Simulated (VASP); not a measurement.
# BPb (P4/nmm) in VASP: single point with PBE

Aim: the single point of BPb with PBE.

Program: VASP 6.6.1. These are calculated values, not measurements. Logs are shortened: lines on timing, memory, paths and dates and some standing lists are left out, and cuts for length are marked.

## (1) The cell of the first run

Symmetry: P4/nmm, No. 129, tetragonal system. The conventional cell has a = 4.332 Å, b = 4.332 Å, c = 4.228 Å, α = 90.00°, β = 90.00°, γ = 90.00°. Within 3.6 Å of B (site symmetry -4m2) lie 8 Pb at 2.73 to 3.36 Å and 4 B at 3.06 Å. Within 3.6 Å of Pb (site symmetry 4mm) lie 8 B at 2.73 to 3.36 Å and 4 Pb at 3.20 Å.

## (2) Single point, PBE

File INCAR:

```
SYSTEM = BPb
  ALGO = Normal
  EDIFF = 1E-6
  ENCUT = 520
  GGA = PE
  ISIF = 2
  ISMEAR = 0
  LASPH = .True.
  LCHARG = .True.
  LELF = .True.
  LREAL = .False.
  LVHAR = .True.
  LWAVE = .False.
  NBANDS = 25
  NELM = 100
  PREC = Accurate
  SIGMA = 0.082
```

File KPOINTS:

```
k-points
0
Gamma
  8 8 8
  0 0 0
```

File POSCAR:

```
BPb
1.0
    4.3317580000      0.0000000000      0.0000000000
    0.0000000000      4.3317580000      0.0000000000
    0.0000000000      0.0000000000      4.2275460000
B Pb
2 2
Direct
    0.0000000000      0.0000000000      0.0000000000
    0.5000000000      0.5000000000      0.0000000000
    0.0000000000      0.5000000000      0.3918000000
    0.5000000000      0.0000000000      0.6082000000
```

Potentials or basis: VASP PAW PBE potentials, release 64 (B, Pb_d).

Launch:

```console
$ cat potpaw_PBE.64/B/POTCAR potpaw_PBE.64/Pb_d/POTCAR > POTCAR
$ mpirun -np 1 vasp_std > vasp.out
```

OUTCAR:

```text
SYSTEM = BPb
   EDIFF = 1E-6
   ENCUT = 520
   GGA = PE
   ISIF = 2
   ISMEAR = 0
   LASPH = .True.
   LREAL = .False.
   NELM = 100
   PREC = Accurate

 ion  position               nearest neighbor table
   1  0.000  0.000  0.000-   3 2.73   4 2.73   3 2.73   4 2.73
   2  0.500  0.500  0.000-   3 2.73   4 2.73   4 2.73   3 2.73
   3  0.000  0.500  0.392-   1 2.73   2 2.73   1 2.73   2 2.73   4 3.20   4 3.20   4 3.20   4 3.20

   4  0.500  0.000  0.608-   1 2.73   2 2.73   2 2.73   1 2.73   3 3.20   3 3.20   3 3.20   3 3.20

  LATTYP: Found a simple tetragonal cell.
 ALAT       =     4.3317580000
 C/A-ratio  =     0.9759423310

  Lattice vectors:

 A1 = (   4.3317580000,   0.0000000000,   0.0000000000)
 A2 = (   0.0000000000,   4.3317580000,   0.0000000000)
 A3 = (   0.0000000000,   0.0000000000,   4.2275460000)

Analysis of symmetry for initial positions (statically):
=====================================================================
 Subroutine PRICEL returns:
 Original cell was already a primitive cell.

 Routine SETGRP: Setting up the symmetry group for a
 simple tetragonal supercell.

 Subroutine GETGRP returns: Found 16 space group operations
 (whereof  8 operations were pure point group operations)
 out of a pool of 16 trial point group operations.

The static configuration has the point symmetry D_2d.
 The point group associated with its full space group is D_4h.

Analysis of symmetry for dynamics (positions and initial velocities):
=====================================================================
 Subroutine PRICEL returns:
 Original cell was already a primitive cell.

 Routine SETGRP: Setting up the symmetry group for a
 simple tetragonal supercell.

 Subroutine GETGRP returns: Found 16 space group operations
 (whereof  8 operations were pure point group operations)
 out of a pool of 16 trial point group operations.

The dynamic configuration has the point symmetry D_2d.
 The point group associated with its full space group is D_4h.

 Subroutine INISYM returns: Found 16 space group operations
 (whereof  8 operations are pure point group operations),
 and found     1 'primitive' translations

[... 92 lines left out ...]
   ISPIN  =      1    spin polarized calculation?
   LNONCOLLINEAR =      F non collinear calculations
   LSORBIT =      F    spin-orbit coupling
   LASPH  =      T    aspherical Exc in radial PAW
   ENCUT  =  520.0 eV  38.22 Ry    6.18 a.u.   8.05  8.05  7.86*2*pi/ulx,y,z
   NELM   =    100;   NELMIN=  2; NELMDL= -5     # of ELM steps
   EDIFF  = 0.1E-05   stopping-criterion for ELM
   LREAL  =      F    real-space projection
   EDIFFG = 0.1E-04   stopping-criterion for IOM
   NSW    =      0    number of steps for IOM
   IBRION =     -1    ionic relax: 0-MD 1-quasi-New 2-CG
   NFREE  =      0    steps in history (QN), initial steepest desc. (CG)
   ISIF   =      2    stress and relaxation
   ISYM   =      2    0-nonsym 1-usesym 2-fastsym
   POTIM  = 0.5000    time-step for ionic-motion
   TEBEG  =    0.0;   TEEND  =   0.0 temperature during run
   PSTRESS=    0.0 pullay stress
   NELECT =      34.0000    total number of electrons
   NUPDOWN=      -1.0000    fix difference up-down
   EMIN   =  10.00;   EMAX   =-10.00  energy-range for DOS
   EFERMI =   0.00;   METHOD = LEGACY
   ISMEAR =     0;   SIGMA  =   0.08  broadening in eV -4-tet -1-fermi 0-gaus
   EFERMI_NEDOS =   21; number of points for ismear=-14 and -15
   IALGO  =     38    algorithm
   IMIX   =      4    mixing-type and parameters
     AMIX     =   0.40;   BMIX     =  1.00
     AMIX_MAG =   1.60;   BMIX_MAG =  1.00
  volume/ion in A,a.u.               =      19.83       133.83
  Fermi-wavevector in a.u.,A,eV,Ry     =   1.234323  2.332533 20.729208  1.523554
  Thomas-Fermi vector in A             =   2.369018
   LORBIT       =      0    0 simple, 1 ext, 2 COOP (PROOUT), +10 PAW based schemes
   GGA     = PE    functional components
   LHFCALC =     F    Hartree Fock is set to
   AEXX    =    0.0000 exact exchange contribution
   IVDW    =     0    specifies the selected vdW correction
   LEPSILON=     F    determine dielectric tensor
   LRPA    =     F    only Hartree local field effects (RPA)
 non-spin polarized calculation
 Gauss-broadening in eV      SIGMA  =   0.08
  energy-cutoff  :      520.00
  volume of cell :       79.33
 maximum number of plane-waves:      2192
   NGX = 17   NGY = 17   NGZ = 15

 number of electron      34.0000007 magnetization

 Free energy of the ion-electron system (eV)
  ---------------------------------------------------
  ext. energy  EPLUGINS =         0.00000000
  ---------------------------------------------------
  free energy    TOTEN  =       -13.93044628 eV

  energy without entropy =      -13.92311814  energy(sigma->0) =      -13.92678221

 E-fermi :   6.4189     XC(G=0): -10.4644

 val. band max:        6.3857569259   @ k =   0.2500   0.0000   0.5000
 cond. band min:       6.4234424719   @ k =   0.3750   0.0000   0.1250
 fundamental gap:      0.0376855460
 Fermi energy:         6.4188756209

 k-point     1 :       0.0000    0.0000    0.0000
  band No.  band energies     occupation
      1     -10.6736      2.00000
      2     -10.5811      2.00000
      3     -10.3664      2.00000
      4     -10.2968      2.00000
      5     -10.2968      2.00000
      6     -10.2928      2.00000
[... 661 lines left out ...]
     24      12.1790      0.00000
     25      12.7250      0.00000

 [... further k-points ...]

------------------------ aborting loop because EDIFF is reached ----------------------------------------

  FORCE on cell =-STRESS in cart. coord.  units (eV):
  Direction    XX          YY          ZZ          XY          YZ          ZX
  --------------------------------------------------------------------------------------
  -------------------------------------------------------------------------------------
  Total        0.5917867      0.5917867     -1.0402650      0.0000000      0.0000000      0.0000000
  in kB       11.9525085     11.9525085    -21.0105715      0.0000000      0.0000000      0.0000000
  external PRESSURE =       0.9648152 kB  Pullay stress =       0.0000000 kB

 VOLUME and BASIS-vectors are now :
 -----------------------------------------------------------------------------
  energy-cutoff  :      520.00
  volume of cell :       79.33
      direct lattice vectors                 reciprocal lattice vectors
     4.331758000  0.000000000  0.000000000     0.230853155  0.000000000  0.000000000
     0.000000000  4.331758000  0.000000000     0.000000000  0.230853155  0.000000000
     0.000000000  0.000000000  4.227546000     0.000000000  0.000000000  0.236543848

 POSITION                                       TOTAL-FORCE (eV/Angst)
 -----------------------------------------------------------------------------------
      0.00000      0.00000      0.00000         0.000000     -0.000000     -0.000000
      2.16588      2.16588      0.00000         0.000000      0.000000     -0.000000
      0.00000      2.16588      1.65635         0.000000     -0.000000     -0.768327
      2.16588      0.00000      2.57119         0.000000     -0.000000      0.768327
 -----------------------------------------------------------------------------------
    total drift:                                0.000000      0.000000      0.000000

  FREE ENERGIE OF THE ION-ELECTRON SYSTEM (eV)
  ---------------------------------------------------
  free  energy   TOTEN  =       -13.9304462802 eV

  energy  without entropy=      -13.9231181383  energy(sigma->0) =      -13.92678221
```

OSZICAR:

```text
N       E                     dE             d eps       ncg     rms          rms(c)
DAV:   1     0.328129288426E+03    0.32813E+03   -0.16678E+04  3750   0.158E+03
DAV:   2     0.112155615669E+02   -0.31691E+03   -0.30707E+03  3777   0.394E+02
DAV:   3    -0.133325550769E+02   -0.24548E+02   -0.23925E+02  4927   0.131E+02
DAV:   4    -0.141730805076E+02   -0.84053E+00   -0.83429E+00  4370   0.257E+01
DAV:   5    -0.142082540714E+02   -0.35174E-01   -0.35167E-01  5440   0.519E+00    0.209E+00
DAV:   6    -0.139343238198E+02    0.27393E+00   -0.50729E-01  5244   0.670E+00    0.861E-01
DAV:   7    -0.139319100901E+02    0.24137E-02   -0.11757E-01  5166   0.187E+00    0.474E-01
DAV:   8    -0.139306539620E+02    0.12561E-02   -0.70769E-03  5001   0.775E-01    0.100E-01
DAV:   9    -0.139304373599E+02    0.21660E-03   -0.11757E-03  5214   0.319E-01    0.271E-02
DAV:  10    -0.139304469402E+02   -0.95803E-05   -0.18400E-04  4202   0.759E-02    0.136E-02
DAV:  11    -0.139304485017E+02   -0.15615E-05   -0.21960E-05  5292   0.492E-02    0.518E-03
DAV:  12    -0.139304465024E+02    0.19993E-05   -0.21329E-06  3610   0.143E-02    0.111E-03
DAV:  13    -0.139304462802E+02    0.22220E-06   -0.26735E-07  2153   0.677E-03
   1 F= -.13930446E+02 E0= -.13926782E+02  d E =-.732814E-02
```

stdout:

```text
POSCAR found type information on POSCAR B Pb
 POSCAR found :  2 types and       4 ions
 scaLAPACK will be used
 LDA part: xc-table for (Slater+PW92), standard interpolation
 POSCAR, INCAR and KPOINTS ok, starting setup
 FFT: planning ... GRIDC
 FFT: planning ... GRID_SOFT
 FFT: planning ... GRID
 WAVECAR not read
 entering main loop
```

It took 2.4 min on 1 thread of Intel Xeon 8259CL, shared host; peak memory 0.26 GiB.

What came out:

| Quantity | Value |
| --- | --- |
| Free energy | -13.9304 eV |
| Pressure | 0.1 GPa |
| Largest force | 0.768 eV/Å |
| Band gap on the k mesh | zero (bands 17 and 18 overlap by 4.41 eV) |

Forces on the atoms (eV/Å):
```
B    0.000  0.000  0.000
B    0.000  0.000  0.000
Pb   0.000  0.000 -0.768
Pb   0.000  0.000  0.768
```

Levels at points of the mesh, in eV from the Fermi level:
```csv
k point,band 13,band 14,band 15,band 16,band 17,band 18,band 19,band 20,band 21,band 22
"(0.00, 0.00, 0.00)",-3.61,-3.58,-3.18,-3.18,-1.32,1.64,2.12,2.12,4.08,4.08
"(0.50, 0.00, 0.00)",-3.51,-3.51,-1.19,-1.19,-1.08,-1.08,1.14,1.14,4.67,4.67
"(0.50, 0.50, 0.00)",-7.06,-7.06,0.23,0.23,0.27,0.27,1.33,1.33,3.03,3.03
"(0.00, 0.00, 0.50)",-3.43,-3.37,-1.14,-1.14,-0.52,-0.52,0.54,1.11,3.04,3.24
"(0.50, 0.00, 0.50)",-6.50,-6.50,-0.18,-0.18,0.02,0.02,0.58,0.58,2.81,2.81
"(0.50, 0.50, 0.50)",-5.38,-5.38,-4.30,-4.30,-3.51,-3.51,3.81,3.81,5.89,5.89
```

Caveat: spin-orbit coupling is left out, which moves the levels of the heavy elements.
